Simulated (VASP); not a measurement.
# SnTe (P1) in VASP: single point with PBE

Aim: the single point of SnTe with PBE.

Program: VASP 6.6.1. These are calculated values, not measurements. Logs are shortened: lines on timing, memory, paths and dates and some standing lists are left out, and cuts for length are marked.

### 1 The cell of the first run

The typed cell holds 2 atoms: a = 4.464 Å, b = 4.556 Å, c = 4.607 Å, α = 59.67°, β = 59.69°, γ = 59.01°.

### 2 Single point, PBE (atoms moved at random and the cell strained at random)

Input file INCAR:

```
ALGO = Normal
EDIFF = 1E-6
ENCUT = 520
GGA = PE
ISIF = 2
ISMEAR = 0
LASPH = True
LCHARG = False
LREAL = False
LWAVE = False
NBANDS = 17
NELM = 60
PREC = Accurate
SIGMA = 0.05
```

Input file KPOINTS:

```
k-points
0
Gamma
  10 10 10
```

Input file POSCAR:

```
SnTe
1.0
    0.0728368679      3.1483312528      3.1632593973
    3.2314020970      0.0242347010      3.2118615643
    3.2751081946      3.2406395174     -0.0194713966
Sn Te
1 1
Direct
    0.5127808795      0.4737145387      0.5213670318
   -0.0127808795      0.0262854613     -0.0213670318
```

Potentials or basis: VASP PAW PBE potentials, release 64 (Sn_d, Te).

Run with:

```sh
cat potpaw_PBE.64/Sn_d/POTCAR potpaw_PBE.64/Te/POTCAR > POTCAR
mpirun -np 1 vasp_std > vasp.out
```

OUTCAR:

```text
EDIFF = 1E-6
   ENCUT = 520
   GGA = PE
   ISIF = 2
   ISMEAR = 0
   LASPH = True
   LREAL = False
   NELM = 60
   PREC = Accurate

 ion  position               nearest neighbor table
   1  0.513  0.474  0.521-   2 2.97   2 3.11   2 3.20   2 3.25   2 3.30   2 3.40
   2  0.987  0.026  0.979-   1 2.97   1 3.11   1 3.20   1 3.25   1 3.30   1 3.40

  LATTYP: Found a triclinic cell.
 ALAT       =     4.5561608336
 B/A-ratio  =     1.4035986149
 C/A-ratio  =     2.2547137247
 COS(alpha) =     0.0017665977
 COS(beta)  =     0.6726965371
 COS(gamma) =     0.7080759828

  Lattice vectors:

 A1 = (  -3.2314020970,  -0.0242347010,  -3.2118615643)
 A2 = (  -0.0291307703,   0.0680735636,  -6.3945923582)
 A3 = (  -9.7087816183,  -3.3571824830,  -0.0096593738)

Analysis of symmetry for initial positions (statically):
=====================================================================
 Subroutine PRICEL returns:
 Original cell was already a primitive cell.

 Routine SETGRP: Setting up the symmetry group for a
 triclinic supercell.

 Subroutine GETGRP returns: Found  1 space group operations
 (whereof  1 operations were pure point group operations)
 out of a pool of  2 trial point group operations.

The static configuration has the point symmetry C_1 .

Analysis of symmetry for dynamics (positions and initial velocities):
=====================================================================
 Subroutine PRICEL returns:
 Original cell was already a primitive cell.

 Routine SETGRP: Setting up the symmetry group for a
 triclinic supercell.

 Subroutine GETGRP returns: Found  1 space group operations
 (whereof  1 operations were pure point group operations)
 out of a pool of  2 trial point group operations.

The dynamic configuration has the point symmetry C_1 .

 Subroutine INISYM returns: Found  1 space group operations
 (whereof  1 operations are pure point group operations),
 and found     1 'primitive' translations

----------------------------------------------------------------------------------------

                                     Primitive cell

  volume of cell :      65.4318

  direct lattice vectors                    reciprocal lattice vectors
     0.072836868  3.148331253  3.163259397    -0.159080965  0.161727333  0.158828499
     3.231402097  0.024234701  3.211861564     0.157603526 -0.158354677  0.153978403
     3.275108195  3.240639517 -0.019471397     0.153370993  0.152644704 -0.155455843

  length of vectors
     4.463575350  4.556160834  4.607435003     0.276927745  0.271338209  0.266438711

[... 74 lines left out ...]
   ISPIN  =      1    spin polarized calculation?
   LNONCOLLINEAR =      F non collinear calculations
   LSORBIT =      F    spin-orbit coupling
   LASPH  =      T    aspherical Exc in radial PAW
   ENCUT  =  520.0 eV  38.22 Ry    6.18 a.u.   8.30  8.47  8.57*2*pi/ulx,y,z
   NELM   =     60;   NELMIN=  2; NELMDL= -5     # of ELM steps
   EDIFF  = 0.1E-05   stopping-criterion for ELM
   LREAL  =      F    real-space projection
[... 7 lines left out ...]
   TEBEG  =    0.0;   TEEND  =   0.0 temperature during run
   PSTRESS=    0.0 pullay stress
   NELECT =      20.0000    total number of electrons
   NUPDOWN=      -1.0000    fix difference up-down
   EMIN   =  10.00;   EMAX   =-10.00  energy-range for DOS
   EFERMI =   0.00;   METHOD = LEGACY
   ISMEAR =     0;   SIGMA  =   0.05  broadening in eV -4-tet -1-fermi 0-gaus
   EFERMI_NEDOS =   21; number of points for ismear=-14 and -15
   IALGO  =     38    algorithm
   IMIX   =      4    mixing-type and parameters
     AMIX     =   0.40;   BMIX     =  1.00
     AMIX_MAG =   1.60;   BMIX_MAG =  1.00
  volume/ion in A,a.u.               =      32.72       220.78
  Fermi-wavevector in a.u.,A,eV,Ry     =   1.102779  2.083950 16.546338  1.216122
  Thomas-Fermi vector in A             =   2.239227
   LORBIT       =      0    0 simple, 1 ext, 2 COOP (PROOUT), +10 PAW based schemes
   GGA     = PE    functional components
   LHFCALC =     F    Hartree Fock is set to
   AEXX    =    0.0000 exact exchange contribution
   IVDW    =     0    specifies the selected vdW correction
   LEPSILON=     F    determine dielectric tensor
   LRPA    =     F    only Hartree local field effects (RPA)
 non-spin polarized calculation
 Gauss-broadening in eV      SIGMA  =   0.05
  energy-cutoff  :      520.00
  volume of cell :       65.43
 maximum number of plane-waves:      1786
 NGX is ok and might be reduce to    36
   NGX = 17   NGY = 17   NGZ = 17

 number of electron      20.0000001 magnetization

 Free energy of the ion-electron system (eV)
  ---------------------------------------------------
  ext. energy  EPLUGINS =         0.00000000
  ---------------------------------------------------
  free energy    TOTEN  =        -7.54758369 eV

  energy without entropy =       -7.54756779  energy(sigma->0) =       -7.54757574

 E-fermi :   6.4027     XC(G=0):  -9.2822

 val. band max:        6.3464776711   @ k =   0.5000   0.5000   0.5000
 cond. band min:       6.4590158649   @ k =   0.5000  -0.0000  -0.0000
 fundamental gap:      0.1125381938
 Fermi energy:         6.4027467753

 k-point     1 :       0.0000    0.0000    0.0000
  band No.  band energies     occupation
      1     -15.4397      2.00000
      2     -15.4354      2.00000
      3     -15.4290      2.00000
      4     -15.4256      2.00000
      5     -15.4217      2.00000
      6      -6.1293      2.00000
[... 457 lines left out ...]
      4     -15.4211      2.00000
      5     -15.4177      2.00000
      6      -5.0266      2.00000
[... 9 lines left out ...]
     16      14.7760      0.00000
     17      15.8439      0.00000

 [... further k-points ...]

------------------------ aborting loop because EDIFF is reached ----------------------------------------

  FORCE on cell =-STRESS in cart. coord.  units (eV):
  Direction    XX          YY          ZZ          XY          YZ          ZX
  --------------------------------------------------------------------------------------
  -------------------------------------------------------------------------------------
  Total       -0.0943504      0.9544632      0.2431975     -0.2395504      0.0429729     -0.0446795
  in kB       -2.3102832     23.3711854      5.9549848     -5.8656813      1.0522441     -1.0940310
  external PRESSURE =       9.0052957 kB  Pullay stress =       0.0000000 kB

 VOLUME and BASIS-vectors are now :
 -----------------------------------------------------------------------------
  energy-cutoff  :      520.00
  volume of cell :       65.43
      direct lattice vectors                 reciprocal lattice vectors
     0.072836868  3.148331253  3.163259397    -0.159080965  0.161727333  0.158828499
     3.231402097  0.024234701  3.211861564     0.157603526 -0.158354677  0.153978403
     3.275108195  3.240639517 -0.019471397     0.153370993  0.152644704 -0.155455843

 POSITION                                       TOTAL-FORCE (eV/Angst)
 -----------------------------------------------------------------------------------
      3.27564      3.31545      3.13341         0.042644     -0.187540      0.023915
      3.36197      6.28013      3.18820        -0.042644      0.187540     -0.023915
 -----------------------------------------------------------------------------------
    total drift:                               -0.000051      0.000110     -0.000063

  FREE ENERGIE OF THE ION-ELECTRON SYSTEM (eV)
  ---------------------------------------------------
  free  energy   TOTEN  =        -7.5475836899 eV

  energy  without entropy=       -7.5475677898  energy(sigma->0) =       -7.54757574
```

OSZICAR:

```text
N       E                     dE             d eps       ncg     rms          rms(c)
DAV:   1     0.122820898617E+03    0.12282E+03   -0.95967E+03 17311   0.135E+03
DAV:   2     0.374774166793E+01   -0.11907E+03   -0.11587E+03 18223   0.331E+02
DAV:   3    -0.729197397206E+01   -0.11040E+02   -0.10931E+02 21110   0.878E+01
DAV:   4    -0.759375320002E+01   -0.30178E+00   -0.30156E+00 20449   0.153E+01
DAV:   5    -0.760413414227E+01   -0.10381E-01   -0.10381E-01 25173   0.281E+00    0.436E+00
DAV:   6    -0.754592316019E+01    0.58211E-01   -0.13755E-01 22484   0.235E+00    0.273E+00
DAV:   7    -0.754697906468E+01   -0.10559E-02   -0.51800E-02 20306   0.110E+00    0.809E-01
DAV:   8    -0.754743715973E+01   -0.45810E-03   -0.67935E-03 21668   0.624E-01    0.181E-01
DAV:   9    -0.754756393906E+01   -0.12678E-03   -0.60655E-04 22492   0.217E-01    0.357E-02
DAV:  10    -0.754757608452E+01   -0.12145E-04   -0.97891E-05 21849   0.746E-02    0.200E-02
DAV:  11    -0.754758398949E+01   -0.79050E-05   -0.29827E-05 20708   0.392E-02    0.221E-02
DAV:  12    -0.754758368987E+01    0.29962E-06   -0.17268E-06 19209   0.853E-03
   1 F= -.75475837E+01 E0= -.75475757E+01  d E =-.159000E-04
```

stdout:

```text
POSCAR found type information on POSCAR SnTe
 POSCAR found :  2 types and       2 ions
 scaLAPACK will be used
 LDA part: xc-table for (Slater+PW92), standard interpolation
 POSCAR, INCAR and KPOINTS ok, starting setup
 FFT: planning ... GRIDC
 FFT: planning ... GRID_SOFT
 FFT: planning ... GRID
 WAVECAR not read
 entering main loop
```

It took 3.3 min on 1 thread of Intel Xeon 6975P-C (Granite Rapids), shared host; peak memory 0.66 GiB.

What came out:

| Property | Result |
| --- | --- |
| Free energy | -7.5476 eV |
| Pressure | 0.9 GPa |
| Largest force | 0.194 eV/Å |
| Band gap on the k mesh | 0.11 eV (least direct gap 0.29 eV) |

Forces in eV/Å, atoms in the order of the input:
```
Sn   0.043 -0.188  0.024
Te  -0.043  0.188 -0.024
```

Stress tensor (GPa, compression positive):
```
-0.23 -0.59 -0.11
-0.59  2.34  0.11
-0.11  0.11  0.60
```

Caveat: the cell differs from its parent crystal (atoms moved at random and the cell strained at random); spin-orbit coupling is left out, which moves the levels of the heavy elements.
